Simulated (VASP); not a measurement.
# MnHg (P4/mmm) in VASP: single point with PBE

Aim: the single point of MnHg with PBE.

Program: VASP 6.6.1. These are calculated values, not measurements. Logs are shortened: lines on timing, memory, paths and dates and some standing lists are left out, and cuts for length are marked.

## 1. The cell of the first run

The structure is tetragonal, space group P4/mmm (No. 123). Conventional cell: a = 3.315 Å, b = 3.315 Å, c = 3.340 Å, α = 90.00°, β = 90.00°, γ = 90.00°. Within 3.8 Å of Mn (site symmetry 4/mmm) lie 8 Hg at 2.88 Å and 6 Mn at 3.32 to 3.34 Å. Within 3.8 Å of Hg (site symmetry 4/mmm) lie 8 Mn at 2.88 Å and 6 Hg at 3.32 to 3.34 Å.

## 2. Single point, PBE, collinear spin, ferromagnetic start (volume scaled by 1.025)

Input file INCAR:

```
PREC = Accurate
ENCUT = 520
EDIFF = 1E-7
ISMEAR = -1
SIGMA = 0.05
LREAL = False
LASPH = True
NELM = 150
ALGO = Normal
ISIF = 2
LWAVE = False
LCHARG = False
ISPIN = 2
MAGMOM = 4 0
LORBIT = 11
LMAXMIX = 4
GGA = PE
NBANDS = 24
```

Input file KPOINTS:

```
regular mesh
0
Gamma
  10 10 10
```

Input file POSCAR:

```
MnHg
1.0
    3.3151747861      0.0000000000      0.0000000000
    0.0000000000      3.3151747861      0.0000000000
    0.0000000000      0.0000000000      3.3403814070
Mn Hg
1 1
Direct
    0.5000000000      0.5000000000      0.5000000000
    0.0000000000      0.0000000000      0.0000000000
```

Potentials or basis: VASP PAW PBE potentials, release 64 (Mn_pv, Hg).

Run with:

```bash
$ cat potpaw_PBE.64/Mn_pv/POTCAR potpaw_PBE.64/Hg/POTCAR > POTCAR
$ mpirun -np 1 vasp_std > vasp.out
```

OUTCAR:

```text
PREC = Accurate
   ENCUT = 520
   EDIFF = 1E-7
   ISMEAR = -1
   LREAL = False
   LASPH = True
   NELM = 150
   ISIF = 2
   ISPIN = 2
   LORBIT = 11
   GGA = PE

 ion  position               nearest neighbor table
   1  0.500  0.500  0.500-   2 2.88   2 2.88   2 2.88   2 2.88   2 2.88   2 2.88   2 2.88   2 2.88

   2  0.000  0.000  0.000-   1 2.88   1 2.88   1 2.88   1 2.88   1 2.88   1 2.88   1 2.88   1 2.88

  LATTYP: Found a simple tetragonal cell.
 ALAT       =     3.3151747861
 C/A-ratio  =     1.0076034063

  Lattice vectors:

 A1 = (   3.3151747861,   0.0000000000,   0.0000000000)
 A2 = (   0.0000000000,   3.3151747861,   0.0000000000)
 A3 = (   0.0000000000,   0.0000000000,   3.3403814070)

Analysis of symmetry for initial positions (statically):
=====================================================================
 Subroutine PRICEL returns:
 Original cell was already a primitive cell.

 Routine SETGRP: Setting up the symmetry group for a
 simple tetragonal supercell.

 Subroutine GETGRP returns: Found 16 space group operations
 (whereof 16 operations were pure point group operations)
 out of a pool of 16 trial point group operations.

The static configuration has the point symmetry D_4h.

Analysis of symmetry for dynamics (positions and initial velocities):
=====================================================================
 Subroutine PRICEL returns:
 Original cell was already a primitive cell.

 Routine SETGRP: Setting up the symmetry group for a
 simple tetragonal supercell.

 Subroutine GETGRP returns: Found 16 space group operations
 (whereof 16 operations were pure point group operations)
 out of a pool of 16 trial point group operations.

The dynamic configuration has the point symmetry D_4h.

Analysis of structural, dynamic, and magnetic symmetry:
=====================================================================
 Subroutine PRICEL returns:
 Original cell was already a primitive cell.

 Routine SETGRP: Setting up the symmetry group for a
 simple tetragonal supercell.

 Subroutine GETGRP returns: Found 16 space group operations
 (whereof 16 operations were pure point group operations)
 out of a pool of 16 trial point group operations.

The overall configuration has the point symmetry D_4h.

 Subroutine INISYM returns: Found 16 space group operations
 (whereof 16 operations are pure point group operations),
 and found     1 'primitive' translations

----------------------------------------------------------------------------------------

                                     Primitive cell

  volume of cell :      36.7121

  direct lattice vectors                    reciprocal lattice vectors
     3.315174786  0.000000000  0.000000000     0.301643221  0.000000000  0.000000000
     0.000000000  3.315174786  0.000000000     0.000000000  0.301643221  0.000000000
     0.000000000  0.000000000  3.340381407     0.000000000  0.000000000  0.299367012

  length of vectors
     3.315174786  3.315174786  3.340381407     0.301643221  0.301643221  0.299367012

  position of ions in fractional coordinates (direct lattice)
     0.500000000  0.500000000  0.500000000
     0.000000000  0.000000000  0.000000000

  ion indices of the primitive-cell ions
   primitive index   ion index
                 1           1
                 2           2

----------------------------------------------------------------------------------------

 KPOINTS: regular mesh

Automatic generation of k-mesh.
 Grid dimensions read from file:
 generate k-points for:   10   10   10

 Generating k-lattice:

  Cartesian coordinates                     Fractional coordinates (reciprocal lattice)
     0.030164322  0.000000000  0.000000000     0.100000000  0.000000000  0.000000000
     0.000000000  0.030164322  0.000000000     0.000000000  0.100000000  0.000000000
     0.000000000  0.000000000  0.029936701     0.000000000  0.000000000  0.100000000

  Length of vectors
     0.030164322  0.030164322  0.029936701

  Shift w.r.t. Gamma in fractional coordinates (k-lattice)
     0.000000000  0.000000000  0.000000000

 Subroutine IBZKPT returns following result:
 ===========================================

 Found    126 irreducible k-points:

 Following reciprocal coordinates:
            Coordinates               Weight
  0.000000  0.000000  0.000000      1.000000
  0.100000  0.000000  0.000000      4.000000
  0.200000  0.000000  0.000000      4.000000
  0.300000  0.000000  0.000000      4.000000
  0.400000  0.000000  0.000000      4.000000
  0.500000  0.000000  0.000000      2.000000
[... 16 lines left out ...]
  0.100000  0.000000  0.100000      8.000000
  0.200000  0.000000  0.100000      8.000000
 [... further k-points ...]
   k-points           NKPTS =    126   k-points in BZ     NKDIM =    126   number of bands    NBANDS=     24
   number of dos      NEDOS =    301   number of ions     NIONS =      2
   total plane-waves  NPLWV =  21952
   dimension x,y,z NGX =    28 NGY =   28 NGZ =   28
   dimension x,y,z NGXF=    56 NGYF=   56 NGZF=   56
   ions per type =               1   1
   NGX,Y,Z   is equivalent  to a cutoff of  14.04, 14.04, 13.94 a.u.
   NGXF,Y,Z  is equivalent  to a cutoff of  28.08, 28.08, 27.87 a.u.
 SYSTEM =  unknown system
   PREC   = accura    normal or accurate (medium, high low for compatibility)
   ISTART =      0    job   : 0-new  1-cont  2-samecut
   ICHARG =      2    charge: 1-file 2-atom 10-const
   ISPIN  =      2    spin polarized calculation?
   LNONCOLLINEAR =      F non collinear calculations
   LSORBIT =      F    spin-orbit coupling
   LASPH  =      T    aspherical Exc in radial PAW
   ENCUT  =  520.0 eV  38.22 Ry    6.18 a.u.   6.16  6.16  6.21*2*pi/ulx,y,z
   NELM   =    150;   NELMIN=  2; NELMDL= -5     # of ELM steps
   EDIFF  = 0.1E-06   stopping-criterion for ELM
   LREAL  =      F    real-space projection
   EDIFFG = 0.1E-05   stopping-criterion for IOM
   NSW    =      0    number of steps for IOM
   IBRION =     -1    ionic relax: 0-MD 1-quasi-New 2-CG
   NFREE  =      0    steps in history (QN), initial steepest desc. (CG)
   ISIF   =      2    stress and relaxation
   ISYM   =      2    0-nonsym 1-usesym 2-fastsym
   POTIM  = 0.5000    time-step for ionic-motion
   TEBEG  =    0.0;   TEEND  =   0.0 temperature during run
   PSTRESS=    0.0 pullay stress
   NELECT =      25.0000    total number of electrons
   NUPDOWN=      -1.0000    fix difference up-down
   EMIN   =  10.00;   EMAX   =-10.00  energy-range for DOS
   EFERMI =   0.00;   METHOD = LEGACY
   ISMEAR =    -1;   SIGMA  =   0.05  broadening in eV -4-tet -1-fermi 0-gaus
   EFERMI_NEDOS =   21; number of points for ismear=-14 and -15
   IALGO  =     38    algorithm
   IMIX   =      4    mixing-type and parameters
     AMIX     =   0.40;   BMIX     =  1.00
     AMIX_MAG =   1.60;   BMIX_MAG =  1.00
  volume/ion in A,a.u.               =      18.36       123.87
  Fermi-wavevector in a.u.,A,eV,Ry     =   1.440296  2.721765 28.224654  2.074454
  Thomas-Fermi vector in A             =   2.559056
   LORBIT       =     11    0 simple, 1 ext, 2 COOP (PROOUT), +10 PAW based schemes
   GGA     = PE    functional components
   LHFCALC =     F    Hartree Fock is set to
   AEXX    =    0.0000 exact exchange contribution
   IVDW    =     0    specifies the selected vdW correction
   LEPSILON=     F    determine dielectric tensor
   LRPA    =     F    only Hartree local field effects (RPA)
 spin polarized calculation
  energy-cutoff  :      520.00
  volume of cell :       36.71
 maximum number of plane-waves:      1021
 NGX is ok and might be reduce to    28
   NGX = 13   NGY = 13   NGZ = 13

 number of electron      25.0000007 magnetization       3.9312684

 Free energy of the ion-electron system (eV)
  ---------------------------------------------------
  ext. energy  EPLUGINS =         0.00000000
  ---------------------------------------------------
  free energy    TOTEN  =        -8.49839066 eV

  energy without entropy =       -8.48343763  energy(sigma->0) =       -8.49091414

 E-fermi :   5.4789     XC(G=0): -11.6413

 val. band max:        5.4784436650   @ k =   0.4000   0.2000   0.2000
 cond. band min:       5.4828376960   @ k =   0.2000   0.2000   0.5000
 fundamental gap:      0.0043940310
 Fermi energy:         5.4789474716

 spin component 1

 k-point     1 :       0.0000    0.0000    0.0000
  band No.  band energies     occupation
      1     -44.7326      1.00000
      2     -44.7294      1.00000
      3     -44.7294      1.00000
      4      -4.1377      1.00000
      5      -2.7719      1.00000
      6      -2.7606      1.00000
[... 16 lines left out ...]
     23      22.4965      0.00000
     24      25.9874      0.00000

 k-point     2 :       0.1000    0.0000    0.0000
  band No.  band energies     occupation
      1     -44.7325      1.00000
      2     -44.7310      1.00000
      3     -44.7293      1.00000
      4      -3.9819      1.00000
      5      -2.7377      1.00000
      6      -2.6951      1.00000
[... 586 lines left out ...]
 k-point    24 :       0.2000    0.0000    0.1000
  band No.  band energies     occupation
      1     -44.7350      1.00000
      2     -44.7336      1.00000
      3     -44.7290      1.00000
      4      -3.4187      1.00000
      5      -2.6132      1.00000
      6      -2.4271      1.00000
[... 16 lines left out ...]
     23      21.8793      0.00000
     24      23.6956      0.00000

 [... further k-points ...]

 spin component 2

 k-point     1 :       0.0000    0.0000    0.0000
  band No.  band energies     occupation
      1     -40.6684      1.00000
      2     -40.6656      1.00000
      3     -40.6656      1.00000
      4      -3.9202      1.00000
      5      -2.7551      1.00000
      6      -2.7419      1.00000
[... 16 lines left out ...]
     23      22.5205      0.00000
     24      26.9530      0.00000

 k-point     2 :       0.1000    0.0000    0.0000
  band No.  band energies     occupation
      1     -40.6683      1.00000
      2     -40.6675      1.00000
      3     -40.6654      1.00000
      4      -3.7669      1.00000
      5      -2.7257      1.00000
      6      -2.6771      1.00000
[... 586 lines left out ...]
 k-point    24 :       0.2000    0.0000    0.1000
  band No.  band energies     occupation
      1     -40.6724      1.00000
      2     -40.6697      1.00000
      3     -40.6650      1.00000
      4      -3.2294      1.00000
      5      -2.6136      1.00000
      6      -2.3944      1.00000
[... 16 lines left out ...]
     23      22.3353      0.00000
     24      24.1558      0.00000

 [... further k-points ...]
[... 5 lines left out ...]
  --------------------------------------------------------------------------------------
  -------------------------------------------------------------------------------------
  Total        0.0806233      0.0806233      0.0775301      0.0000000      0.0000000      0.0000000
  in kB        3.5185380      3.5185380      3.3835435      0.0000000      0.0000000      0.0000000
  external PRESSURE =       3.4735399 kB  Pullay stress =       0.0000000 kB

 VOLUME and BASIS-vectors are now :
 -----------------------------------------------------------------------------
  energy-cutoff  :      520.00
  volume of cell :       36.71
      direct lattice vectors                 reciprocal lattice vectors
     3.315174786  0.000000000  0.000000000     0.301643221  0.000000000  0.000000000
     0.000000000  3.315174786  0.000000000     0.000000000  0.301643221  0.000000000
     0.000000000  0.000000000  3.340381407     0.000000000  0.000000000  0.299367012

 POSITION                                       TOTAL-FORCE (eV/Angst)
 -----------------------------------------------------------------------------------
      1.65759      1.65759      1.67019         0.000000      0.000000      0.000000
      0.00000      0.00000      0.00000         0.000000      0.000000      0.000000
 -----------------------------------------------------------------------------------
    total drift:                                0.000000      0.000000      0.000000

  FREE ENERGIE OF THE ION-ELECTRON SYSTEM (eV)
  ---------------------------------------------------
  free  energy   TOTEN  =        -8.4983906595 eV

  energy  without entropy=       -8.4834376287  energy(sigma->0) =       -8.49091414

 total charge

# of ion       s       p       d       tot
------------------------------------------
    1        0.250   6.171   4.973  11.395
    2        0.816   0.511   9.256  10.583
--------------------------------------------------
tot          1.067   6.682  14.229  21.978

 magnetization (x)

# of ion       s       p       d       tot
------------------------------------------
    1        0.028   0.016   3.796   3.840
    2       -0.042  -0.059   0.047  -0.053
--------------------------------------------------
tot         -0.013  -0.043   3.843   3.787
```

It took 3.7 min on 1 thread of Intel Xeon 6975P-C, shared host; peak memory 0.3 GiB.

Results:

```yaml
Free_energy: -8.4984 eV
Pressure: 0.3 GPa
Net_moment: 3.93 μB per cell
Site_moments: Mn +3.84; Hg -0.05 μB
Valence_electrons_inside_the_program's_atomic_spheres: Mn 11.39; Hg 10.58
```

Levels at points of the mesh, in eV from the Fermi level:
Spin up:
| k point | band 12 | band 13 | band 14 | band 15 | band 16 | band 17 | band 18 | band 19 |
| --- | --- | --- | --- | --- | --- | --- | --- | --- |
| (0.00, 0.00, 0.00) | -2.12 | -2.12 | -2.12 | 4.69 | 4.91 | 4.91 | 8.44 | 11.00 |
| (0.50, 0.00, 0.00) | -2.82 | -2.79 | -2.33 | -1.62 | 9.85 | 10.05 | 10.42 | 10.94 |
| (0.50, 0.50, 0.00) | -2.14 | -2.07 | -1.64 | -1.64 | 0.58 | 2.84 | 11.63 | 11.63 |
| (0.00, 0.00, 0.50) | -2.79 | -2.79 | -2.32 | -1.67 | 9.98 | 9.98 | 10.52 | 11.07 |
| (0.50, 0.00, 0.50) | -2.13 | -2.08 | -1.69 | -1.68 | 0.54 | 2.77 | 11.76 | 11.77 |
| (0.50, 0.50, 0.50) | -2.07 | -2.05 | 0.39 | 4.05 | 4.05 | 4.10 | 4.41 | 4.74 |
Spin down:
```tsv
k point	band 7	band 8	band 9	band 10	band 11	band 12	band 13	band 14	band 15	band 16
(0.00, 0.00, 0.00)	-7.07	-7.07	-7.06	0.30	0.32	1.44	1.44	1.45	5.06	5.27
(0.50, 0.00, 0.00)	-7.42	-6.98	-4.98	-4.43	-0.03	0.38	0.42	1.26	2.02	10.42
(0.50, 0.50, 0.00)	-7.50	-6.52	-3.48	-1.40	-1.40	0.50	1.27	1.27	1.86	3.15
(0.00, 0.00, 0.50)	-7.41	-6.97	-5.07	-4.46	-0.04	0.42	0.42	1.28	1.97	10.53
(0.50, 0.00, 0.50)	-7.47	-6.53	-3.54	-1.45	-1.43	0.45	1.27	1.28	1.85	3.13
(0.50, 0.50, 0.50)	-6.51	-6.49	-1.57	-1.57	-1.57	0.26	1.88	1.89	5.49	5.49
```

Caveat: spin-orbit coupling is left out, which moves the levels of the heavy elements.
